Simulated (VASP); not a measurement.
# TiSi2 (Fddd) in VASP: single point with PBE

Aim: the single point of TiSi2 with PBE.

All numbers are computed with VASP 6.6.1; they aren't measurements. Logs are shortened: lines on timing, memory, paths and dates and some standing lists are left out, and cuts for length are marked.

**1. The cell of the first run**

Symmetry: Fddd, No. 70, orthorhombic system. The conventional cell has a = 4.773 Å, b = 8.236 Å, c = 8.353 Å, α = 90.00°, β = 90.00°, γ = 90.00°. Within 3.3 Å of Ti (site symmetry 222) lie 10 Si at 2.50 to 2.75 Å and 4 Ti at 3.17 Å. Si (site symmetry 2) has 5 Ti at 2.50 to 2.75 Å and 9 Si at 2.50 to 3.17 Å within 3.3 Å.

**2. Single point, PBE (zz strain of -2 %)**

INCAR

```
SYSTEM = TiSi2
PREC = Accurate
ENCUT = 520
EDIFF = 1E-6
ISMEAR = -1
SIGMA = 0.08
LREAL = .False.
LASPH = .True.
NELM = 60
ALGO = Normal
ISIF = 2
LWAVE = .False.
LCHARG = .False.
GGA = PE
NBANDS = 29
```

KPOINTS

```
Automatic mesh
0
Gamma
  8 8 8
  0 0 0
```

POSCAR

```
TiSi2
1.0
    0.0000000000      4.1180000000      4.1762700000
    2.3865000000      0.0000000000      4.1762700000
    2.3865000000      4.1180000000      0.0000000000
Ti Si
2 4
Direct
    0.7500000000      0.7500000000      0.7500000000
    0.5000000000      0.5000000000      0.5000000000
    0.0830000000      0.4170000000      0.0830000000
    0.4170000000      0.0830000000      0.4170000000
    0.1670000000      0.8330000000      0.1670000000
    0.8330000000      0.1670000000      0.8330000000
```

Potentials or basis: VASP PAW PBE potentials, release 64 (Ti_sv, Si).

The run is started by

```console
$ cat potpaw_PBE.64/Ti_sv/POTCAR potpaw_PBE.64/Si/POTCAR > POTCAR
$ mpirun -np 1 vasp_std > vasp.out
```

OUTCAR:

```text
SYSTEM = TiSi2
   PREC = Accurate
   ENCUT = 520
   EDIFF = 1E-6
   ISMEAR = -1
   LREAL = .False.
   LASPH = .True.
   NELM = 60
   ISIF = 2
   GGA = PE

 ion  position               nearest neighbor table
   1  0.750  0.750  0.750-   6 2.50   5 2.50   6 2.50   5 2.50   3 2.74   4 2.74   4 2.75   4 2.75
                             3 2.75   3 2.75
   2  0.500  0.500  0.500-   3 2.50   4 2.50   3 2.50   4 2.50   5 2.74   6 2.74   5 2.75   5 2.75
                             6 2.75   6 2.75
   3  0.083  0.417  0.083-   2 2.50   2 2.50   5 2.50   5 2.50   1 2.74   4 2.75   4 2.75   4 2.75
                             1 2.75   1 2.75
   4  0.417  0.083  0.417-   2 2.50   2 2.50   6 2.50   6 2.50   1 2.74   3 2.75   3 2.75   3 2.75
                             1 2.75   1 2.75
   5  0.167  0.833  0.167-   1 2.50   1 2.50   3 2.50   3 2.50   2 2.74   6 2.75   6 2.75   6 2.75
                             2 2.75   2 2.75
   6  0.833  0.167  0.833-   1 2.50   1 2.50   4 2.50   4 2.50   2 2.74   5 2.75   5 2.75   5 2.75
                             2 2.75   2 2.75

  LATTYP: Found a face centered orthorhombic cell.
 ALAT       =     4.7730000000
 B/A-ratio  =     1.7255394930
 C/A-ratio  =     1.7499560025

  Lattice vectors:

 A1 = (   0.0000000000,   4.1180000000,   4.1762700000)
 A2 = (   2.3865000000,   0.0000000000,   4.1762700000)
 A3 = (   2.3865000000,   4.1180000000,   0.0000000000)

Analysis of symmetry for initial positions (statically):
=====================================================================
 Subroutine PRICEL returns:
 Original cell was already a primitive cell.

 Routine SETGRP: Setting up the symmetry group for a
 face centered orthorhombic supercell.

 Subroutine GETGRP returns: Found  8 space group operations
 (whereof  4 operations were pure point group operations)
 out of a pool of  8 trial point group operations.

The static configuration has the point symmetry D_2 .
 The point group associated with its full space group is D_2h.

Analysis of symmetry for dynamics (positions and initial velocities):
=====================================================================
 Subroutine PRICEL returns:
 Original cell was already a primitive cell.

 Routine SETGRP: Setting up the symmetry group for a
 face centered orthorhombic supercell.

 Subroutine GETGRP returns: Found  8 space group operations
 (whereof  4 operations were pure point group operations)
 out of a pool of  8 trial point group operations.

The dynamic configuration has the point symmetry D_2 .
 The point group associated with its full space group is D_2h.

 Subroutine INISYM returns: Found  8 space group operations
 (whereof  4 operations are pure point group operations),
 and found     1 'primitive' translations

----------------------------------------------------------------------------------------

                                     Primitive cell

  volume of cell :      82.0855

  direct lattice vectors                    reciprocal lattice vectors
     0.000000000  4.118000000  4.176270000    -0.209511837  0.121418164  0.119724060
     2.386500000  0.000000000  4.176270000     0.209511837 -0.121418164  0.119724060
     2.386500000  4.118000000  0.000000000     0.209511837  0.121418164 -0.119724060

  length of vectors
     5.865079293  4.810053364  4.759548954     0.270132248  0.270132248  0.270132248

  position of ions in fractional coordinates (direct lattice)
     0.750000000  0.750000000  0.750000000
     0.500000000  0.500000000  0.500000000
     0.083000000  0.417000000  0.083000000
     0.417000000  0.083000000  0.417000000
     0.167000000  0.833000000  0.167000000
     0.833000000  0.167000000  0.833000000

  ion indices of the primitive-cell ions
   primitive index   ion index
                 1           1
                 2           2
                 3           3
                 4           4
                 5           5
                 6           6

----------------------------------------------------------------------------------------

 KPOINTS: Automatic mesh

Automatic generation of k-mesh.
 Grid dimensions read from file:
 generate k-points for:    8    8    8

 Generating k-lattice:

  Cartesian coordinates                     Fractional coordinates (reciprocal lattice)
    -0.026188980  0.015177271  0.014965507     0.125000000  0.000000000  0.000000000
     0.026188980 -0.015177271  0.014965507     0.000000000  0.125000000  0.000000000
     0.026188980  0.015177271 -0.014965507     0.000000000  0.000000000  0.125000000

  Length of vectors
     0.033766531  0.033766531  0.033766531

  Shift w.r.t. Gamma in fractional coordinates (k-lattice)
     0.000000000  0.000000000  0.000000000

 Subroutine IBZKPT returns following result:
 ===========================================

 Found     95 irreducible k-points:

 Following reciprocal coordinates:
            Coordinates               Weight
  0.000000  0.000000  0.000000      1.000000
  0.125000  0.000000  0.000000      8.000000
  0.250000  0.000000  0.000000      8.000000
  0.375000  0.000000  0.000000      8.000000
  0.500000  0.000000  0.000000      4.000000
  0.125000  0.125000  0.000000      2.000000
[... 16 lines left out ...]
  0.250000  0.000000  0.125000      8.000000
  0.375000  0.000000  0.125000      8.000000
 [... further k-points ...]
   k-points           NKPTS =     95   k-points in BZ     NKDIM =     95   number of bands    NBANDS=     29
   number of dos      NEDOS =    301   number of ions     NIONS =      6
   total plane-waves  NPLWV =  62208
   dimension x,y,z NGX =    48 NGY =   36 NGZ =   36
   dimension x,y,z NGXF=    96 NGYF=   72 NGZF=   72
   ions per type =               2   4
   NGX,Y,Z   is equivalent  to a cutoff of  13.61, 12.44, 12.57 a.u.
   NGXF,Y,Z  is equivalent  to a cutoff of  27.21, 24.88, 25.15 a.u.
 SYSTEM =  TiSi2
   PREC   = accura    normal or accurate (medium, high low for compatibility)
   ISTART =      0    job   : 0-new  1-cont  2-samecut
   ICHARG =      2    charge: 1-file 2-atom 10-const
   ISPIN  =      1    spin polarized calculation?
   LNONCOLLINEAR =      F non collinear calculations
   LSORBIT =      F    spin-orbit coupling
   LASPH  =      T    aspherical Exc in radial PAW
   ENCUT  =  520.0 eV  38.22 Ry    6.18 a.u.  10.91  8.94  8.85*2*pi/ulx,y,z
   NELM   =     60;   NELMIN=  2; NELMDL= -5     # of ELM steps
   EDIFF  = 0.1E-05   stopping-criterion for ELM
   LREAL  =      F    real-space projection
   EDIFFG = 0.1E-04   stopping-criterion for IOM
   NSW    =      0    number of steps for IOM
   IBRION =     -1    ionic relax: 0-MD 1-quasi-New 2-CG
   NFREE  =      0    steps in history (QN), initial steepest desc. (CG)
   ISIF   =      2    stress and relaxation
   ISYM   =      2    0-nonsym 1-usesym 2-fastsym
   POTIM  = 0.5000    time-step for ionic-motion
   TEBEG  =    0.0;   TEEND  =   0.0 temperature during run
   PSTRESS=    0.0 pullay stress
   NELECT =      40.0000    total number of electrons
   NUPDOWN=      -1.0000    fix difference up-down
   EMIN   =  10.00;   EMAX   =-10.00  energy-range for DOS
   EFERMI =   0.00;   METHOD = LEGACY
   ISMEAR =    -1;   SIGMA  =   0.08  broadening in eV -4-tet -1-fermi 0-gaus
   EFERMI_NEDOS =   21; number of points for ismear=-14 and -15
   IALGO  =     38    algorithm
   IMIX   =      4    mixing-type and parameters
     AMIX     =   0.40;   BMIX     =  1.00
     AMIX_MAG =   1.60;   BMIX_MAG =  1.00
  volume/ion in A,a.u.               =      13.68        92.32
  Fermi-wavevector in a.u.,A,eV,Ry     =   1.288267  2.434473 22.580679  1.659633
  Thomas-Fermi vector in A             =   2.420232
   LORBIT       =      0    0 simple, 1 ext, 2 COOP (PROOUT), +10 PAW based schemes
   GGA     = PE    functional components
   LHFCALC =     F    Hartree Fock is set to
   AEXX    =    0.0000 exact exchange contribution
   IVDW    =     0    specifies the selected vdW correction
   LEPSILON=     F    determine dielectric tensor
   LRPA    =     F    only Hartree local field effects (RPA)
 non-spin polarized calculation
  energy-cutoff  :      520.00
  volume of cell :       82.09
 maximum number of plane-waves:      2232
 NGX is ok and might be reduce to    48
   NGX = 21   NGY = 17   NGZ = 17

 number of electron      40.0000002 magnetization

 Free energy of the ion-electron system (eV)
  ---------------------------------------------------
  ext. energy  EPLUGINS =         0.00000000
  ---------------------------------------------------
  free energy    TOTEN  =       -40.63779297 eV

  energy without entropy =      -40.59555301  energy(sigma->0) =      -40.61667299

 E-fermi :  10.4400     XC(G=0): -11.8310

 val. band max:       10.4393540365   @ k =  -0.2500   0.2500   0.1250
 cond. band min:      10.4442142776   @ k =  -0.1250   0.2500   0.3750
 fundamental gap:      0.0048602411
 Fermi energy:        10.4400215293

 k-point     1 :       0.0000    0.0000    0.0000
  band No.  band energies     occupation
      1     -45.7283      2.00000
      2     -45.6958      2.00000
      3     -22.1180      2.00000
      4     -22.1180      2.00000
      5     -22.0381      2.00000
      6     -22.0212      2.00000
[... 21 lines left out ...]
     28      14.3533      0.00000
     29      14.4623      0.00000

 k-point     2 :       0.1250    0.0000    0.0000
  band No.  band energies     occupation
      1     -45.7273      2.00000
      2     -45.6967      2.00000
      3     -22.1200      2.00000
      4     -22.1151      2.00000
      5     -22.0415      2.00000
      6     -22.0209      2.00000
[... 21 lines left out ...]
     28      14.2914      0.00000
     29      14.4742      0.00000

 k-point     3 :       0.2500    0.0000    0.0000
  band No.  band energies     occupation
      1     -45.7247      2.00000
      2     -45.6992      2.00000
      3     -22.1245      2.00000
      4     -22.1080      2.00000
      5     -22.0517      2.00000
      6     -22.0189      2.00000
[... 21 lines left out ...]
     28      14.5915      0.00000
     29      14.8195      0.00000

 k-point     4 :       0.3750    0.0000    0.0000
  band No.  band energies     occupation
      1     -45.7215      2.00000
      2     -45.7022      2.00000
      3     -22.1288      2.00000
      4     -22.0991      2.00000
      5     -22.0657      2.00000
      6     -22.0132      2.00000
[... 21 lines left out ...]
     28      14.7502      0.00000
     29      15.1462      0.00000

 k-point     5 :       0.5000    0.0000    0.0000
  band No.  band energies     occupation
      1     -45.7199      2.00000
      2     -45.7038      2.00000
      3     -22.1306      2.00000
      4     -22.0932      2.00000
      5     -22.0744      2.00000
      6     -22.0066      2.00000
[... 21 lines left out ...]
     28      14.8766      0.00000
     29      15.2563      0.00000
[... 510 lines left out ...]
     28      14.1628      0.00000
     29      14.4676      0.00000

 k-point    22 :       0.1250    0.0000    0.1250
  band No.  band energies     occupation
      1     -45.7270      2.00000
      2     -45.6970      2.00000
      3     -22.1167      2.00000
      4     -22.1138      2.00000
      5     -22.0441      2.00000
      6     -22.0182      2.00000
[... 21 lines left out ...]
     28      14.2656      0.00000
     29      14.6530      0.00000

 k-point    23 :       0.2500    0.0000    0.1250
  band No.  band energies     occupation
      1     -45.7250      2.00000
      2     -45.6990      2.00000
      3     -22.1196      2.00000
      4     -22.1048      2.00000
      5     -22.0532      2.00000
      6     -22.0151      2.00000
[... 21 lines left out ...]
     28      14.3466      0.00000
     29      14.8318      0.00000

 k-point    24 :       0.3750    0.0000    0.1250
  band No.  band energies     occupation
      1     -45.7218      2.00000
      2     -45.7020      2.00000
      3     -22.1246      2.00000
      4     -22.0931      2.00000
      5     -22.0678      2.00000
      6     -22.0107      2.00000
[... 21 lines left out ...]
     28      14.5748      0.00000
     29      14.8339      0.00000

 [... further k-points ...]

------------------------ aborting loop because EDIFF is reached ----------------------------------------

  FORCE on cell =-STRESS in cart. coord.  units (eV):
  Direction    XX          YY          ZZ          XY          YZ          ZX
  --------------------------------------------------------------------------------------
  -------------------------------------------------------------------------------------
  Total        2.4009629      1.2368523      5.9093002      0.0000000      0.0000000      0.0000000
  in kB       46.8629569     24.1413794    115.3400921      0.0000000      0.0000000      0.0000000
  external PRESSURE =      62.1148095 kB  Pullay stress =       0.0000000 kB

 VOLUME and BASIS-vectors are now :
 -----------------------------------------------------------------------------
  energy-cutoff  :      520.00
  volume of cell :       82.09
      direct lattice vectors                 reciprocal lattice vectors
     0.000000000  4.118000000  4.176270000    -0.209511837  0.121418164  0.119724060
     2.386500000  0.000000000  4.176270000     0.209511837 -0.121418164  0.119724060
     2.386500000  4.118000000  0.000000000     0.209511837  0.121418164 -0.119724060

 POSITION                                       TOTAL-FORCE (eV/Angst)
 -----------------------------------------------------------------------------------
      3.57975      6.17700      6.26441         0.000000      0.000000      0.000000
      2.38650      4.11800      4.17627         0.000000      0.000000     -0.000000
      1.19325      0.68359      2.08813         0.000000      0.181104      0.000000
      1.19325      3.43441      2.08813         0.000000     -0.181104      0.000000
      2.38650      1.37541      4.17627        -0.000000     -0.181104     -0.000000
      2.38650      6.86059      4.17627        -0.000000      0.181104     -0.000000
 -----------------------------------------------------------------------------------
    total drift:                               -0.000000     -0.000000      0.000000

  FREE ENERGIE OF THE ION-ELECTRON SYSTEM (eV)
  ---------------------------------------------------
  free  energy   TOTEN  =       -40.6377929742 eV

  energy  without entropy=      -40.5955530058  energy(sigma->0) =      -40.61667299
```

Run time: 7.8 min. Hardware: 1 thread of Intel Xeon 8259CL, shared host; peak memory 0.36 GiB.

Results:

```yaml
Free_energy: -40.6378 eV
Pressure: 6.2 GPa
Largest_force: 0.181 eV/Å
Band_gap_on_the_k_mesh: zero (bands 20 and 21 overlap by 1.89 eV)
```

Forces on the atoms (eV/Å):
```
Ti   0.000  0.000  0.000
Ti   0.000  0.000  0.000
Si   0.000  0.181  0.000
Si   0.000 -0.181  0.000
Si   0.000 -0.181  0.000
Si   0.000  0.181  0.000
```

Stress tensor (GPa, compression positive):
```
 4.69  0.00  0.00
 0.00  2.41  0.00
 0.00  0.00 11.53
```

Caveat: the cell differs from its parent crystal (zz strain of -2 %); the cell stands under pressure.
